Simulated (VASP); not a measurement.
# Ni (Fd-3m) in VASP: further runs, part 2 of 2

VASP 6.6.1.

### Step 3. Relaxation of cell and atoms, LDA, collinear spin, ferromagnetic start

This run uses another cell than the first one, of 14.77 Å³/atom.

Input file INCAR:

```
PREC = Accurate
ENCUT = 600
EDIFF = 1E-7
ISMEAR = -1
SIGMA = 0.05
LREAL = F
LASPH = T
NELM = 200
ALGO = Normal
ISIF = 3
LWAVE = F
LCHARG = F
ISPIN = 2
MAGMOM = 0.8 0.8
LORBIT = 11
LMAXMIX = 4
GGA = CA
IBRION = 2
NSW = 80
EDIFFG = -0.01
GGA_COMPAT = F
NELMIN = 4
```

Input file KPOINTS:

```
Automatic mesh
0
Gamma
  11 11 11
```

Input file POSCAR:

```
Ni
1.0
    0.0000000000      2.4534603088      2.4534603088
    2.4534603088      0.0000000000      2.4534603088
    2.4534603088      2.4534603088      0.0000000000
Ni
2
Direct
    0.1250000000      0.1250000000      0.1250000000
    0.8750000000      0.8750000000      0.8750000000
```

Potentials or basis: VASP PAW LDA potentials, release 64 (Ni).

Started as:

```sh
> cat potpaw_LDA.64/Ni/POTCAR > POTCAR
> mpirun -np 1 vasp_std > vasp.out
```

Wall time 66 s (1 thread of AMD EPYC 9R45 (Zen 5), shared host); peak memory 0.15 GiB.

The run converged. Its results:

* Free energy: -10.4221 eV
* Relaxed volume: 15.03 Å³/atom
* Relaxed cell: a = 3.490 Å, b = 3.490 Å, c = 3.490 Å, α = 60.00°, β = 60.00°, γ = 60.00°
* Space group after relaxing (to 0.1 Å): Fd-3m (No. 227)
* Energy gained by relaxing: 1.8 meV/atom
* Ionic steps: 3
* Pressure after relaxing: 0.0 GPa
* Net moment: 1.54 μB per cell
* Site moments: Ni +0.76 μB
* Valence electrons inside the program's atomic spheres: Ni 9.36

The path:
| step | energy change (eV) | largest force (eV/Å) | pressure (GPa) | volume (Å³) |
| --- | --- | --- | --- | --- |
| 1 | 0.0000 | 0.0000 | 2.18 | 29.54 |
| 2 | -0.0021 | 0.0000 | -1.29 | 30.41 |
| 3 | -0.0035 | 0.0000 | 0.03 | 30.07 |

Final structure:
```
CELL_PARAMETERS angstrom
0.00000 2.46800 2.46800
2.46800 0.00000 2.46800
2.46800 2.46800 0.00000
ATOMIC_POSITIONS crystal
Ni 0.12500 0.12500 0.12500
Ni 0.87500 0.87500 0.87500
```

Levels at points of the mesh, in eV from the Fermi level:
Spin up:
```tsv
k point	band 7	band 8	band 9	band 10	band 11	band 12	band 13	band 14	band 15
(0.00, 0.00, 0.00)	-1.76	-1.76	-1.76	-0.65	-0.65	12.51	12.51	12.51	12.98
```
Spin down:
| k point | band 6 | band 7 | band 8 | band 9 | band 10 | band 11 | band 12 | band 13 | band 14 | band 15 |
| --- | --- | --- | --- | --- | --- | --- | --- | --- | --- | --- |
| (0.00, 0.00, 0.00) | -2.71 | -1.05 | -1.05 | -1.05 | 0.16 | 0.16 | 12.74 | 12.74 | 12.74 | 13.19 |

### Step 4. Single point, LDA, collinear spin, ferromagnetic start

Input file INCAR:

```
SYSTEM = Ni
  PREC = Accurate
  ENCUT = 520
  EDIFF = 1E-6
  ISMEAR = -1
  SIGMA = 0.05
  LREAL = .False.
  LASPH = .True.
  NELM = 150
  ALGO = Normal
  ISIF = 2
  LWAVE = .False.
  LCHARG = .False.
  ISPIN = 2
  MAGMOM = 0.808 0.808
  LORBIT = 11
  LMAXMIX = 4
  GGA = CA
  NBANDS = 21
```

Input file KPOINTS:

```
regular mesh
0
Gamma
  18 18 18
  0 0 0
```

Input file POSCAR:

```
Ni
1.0
    0.0000000000      2.4699066550      2.4699066550
    2.4699066550      0.0000000000      2.4699066550
    2.4699066550      2.4699066550      0.0000000000
Ni
2
Direct
    0.1250000000      0.1250000000      0.1250000000
    0.8750000000      0.8750000000      0.8750000000
```

Potentials or basis: VASP PAW LDA potentials, release 64 (Ni).

Started as:

```sh
> cat potpaw_LDA.64/Ni/POTCAR > POTCAR
> mpirun -np 1 vasp_std > vasp.out
```

OUTCAR:

```text
SYSTEM = Ni
   PREC = Accurate
   ENCUT = 520
   EDIFF = 1E-6
   ISMEAR = -1
   LREAL = .False.
   LASPH = .True.
   NELM = 150
   ISIF = 2
   ISPIN = 2
   LORBIT = 11
   GGA = CA

 ion  position               nearest neighbor table
   1  0.125  0.125  0.125-   2 2.14   2 2.14   2 2.14   2 2.14
   2  0.875  0.875  0.875-   1 2.14   1 2.14   1 2.14   1 2.14

  LATTYP: Found a face centered cubic cell.
 ALAT       =     4.9398133100

  Lattice vectors:

 A1 = (   0.0000000000,   2.4699066550,   2.4699066550)
 A2 = (   2.4699066550,   0.0000000000,   2.4699066550)
 A3 = (   2.4699066550,   2.4699066550,   0.0000000000)

Analysis of symmetry for initial positions (statically):
[... 1369 lines left out ...]
  energy-cutoff  :      520.00
  volume of cell :       30.14
      direct lattice vectors                 reciprocal lattice vectors
     0.000000000  2.469906655  2.469906655    -0.202436800  0.202436800  0.202436800
     2.469906655  0.000000000  2.469906655     0.202436800 -0.202436800  0.202436800
     2.469906655  2.469906655  0.000000000     0.202436800  0.202436800 -0.202436800

 POSITION                                       TOTAL-FORCE (eV/Angst)
 -----------------------------------------------------------------------------------
      0.61748      0.61748      0.61748         0.000000     -0.000000     -0.000000
      4.32234      4.32234      4.32234        -0.000000      0.000000      0.000000
 -----------------------------------------------------------------------------------
    total drift:                                0.000000      0.000000     -0.000000

  FREE ENERGIE OF THE ION-ELECTRON SYSTEM (eV)
  ---------------------------------------------------
  free  energy   TOTEN  =       -10.4246211682 eV

  energy  without entropy=      -10.3978049045  energy(sigma->0) =      -10.41121304

 total charge

# of ion       s       p       d       tot
------------------------------------------
    1        0.575   0.401   8.376   9.353
    2        0.575   0.401   8.376   9.353
--------------------------------------------------
tot          1.150   0.803  16.753  18.706

 magnetization (x)

# of ion       s       p       d       tot
------------------------------------------
    1       -0.012  -0.011   0.773   0.750
    2       -0.012  -0.011   0.773   0.750
--------------------------------------------------
tot         -0.023  -0.022   1.545   1.500
```

Wall time 1.7 min (1 thread of Intel Xeon 6975P-C (Granite Rapids), shared host); peak memory 0.27 GiB.

What came out:

```yaml
Free_energy: -10.4246 eV
Pressure: -0.2 GPa
Net_moment: 1.51 μB per cell
Site_moments: Ni +0.75 μB
Valence_electrons_inside_the_program's_atomic_spheres: Ni 9.35
```

### Step 5. Single point, LDA, non-collinear spin, typed start, spin-orbit coupling

Input file INCAR:

```
SYSTEM = Ni
ALGO     = Normal         ! electronic algorithm
EDIFF    = 1E-6           ! SCF threshold, eV
ENCUT    = 520            ! plane-wave cutoff, eV
GGA      = CA             ! functional
GGA_COMPAT= .FALSE.      
ISIF     = 2              ! what is computed and relaxed
ISMEAR   = -1             ! smearing method
LASPH    = .TRUE.         ! aspherical terms in the spheres
LCHARG   = .FALSE.        ! write CHGCAR
LMAXMIX  = 4              ! l up to which the mixer works
LORBIT   = 11             ! projections on sites
LORBMOM  = .TRUE.       
LREAL    = .FALSE.        ! projectors in reciprocal space
LSORBIT  = .TRUE.         ! spin-orbit coupling
LWAVE    = .FALSE.        ! write WAVECAR
MAGMOM   = 0 0 0.797 0 0 0.797 ! initial moments
NBANDS   = 32             ! bands
NELM     = 150            ! most SCF steps
PREC     = Accurate       ! precision mode
SIGMA    = 0.05           ! smearing width, eV
```

Input file KPOINTS:

```
k-points
0
G
  11 11 11
  0 0 0
```

POSCAR is that of step 4.

Started as:

```sh
> cat potpaw_LDA.64/Ni/POTCAR > POTCAR
> mpirun -np 1 vasp_ncl > vasp.out
```

It took 3.2 min on 1 thread of Intel Xeon 6975P-C (Granite Rapids), shared host; peak memory 0.38 GiB.

The run converged. Its results:

| Property | Result |
| --- | --- |
| Free energy | -10.4399 eV |
| Pressure | -0.2 GPa |
| Net moment | 1.53 μB per cell |
| Valence electrons inside the program's atomic spheres | Ni 9.35 |

Moments on the atoms (μB; x, y, z):
```
Ni  0.00 0.00 0.76
Ni  0.00 0.00 0.76
```

### Step 6. Overview

```csv
task,spin,cell,k mesh,cutoff (eV),gap on the mesh (eV),pressure (GPa),moment (μB)
single point,"collinear, ferromagnetic start","a = 3.493 Å, angles 60.0°, 2 atoms",11 × 11 × 11,600,none,-0.3,1.54
relaxation of cell and atoms,"collinear, ferromagnetic start","relaxed from a = 3.470 Å, angles 60.0°, 2 atoms",11 × 11 × 11,600,none,0.0,1.54
single point,"collinear, ferromagnetic start","a = 3.493 Å, angles 60.0°, 2 atoms",18 × 18 × 18,520,none,-0.2,1.51
single point,"non-collinear, typed start, SOC","a = 3.493 Å, angles 60.0°, 2 atoms",11 × 11 × 11,520,-,-0.2,1.53
```

Alike in all rows: level LDA; potentials or basis VASP PAW LDA potentials, release 64 (Ni); smearing fermi-dirac 0.05 eV.

Absolute energies hang on the potentials; compare differences alone.
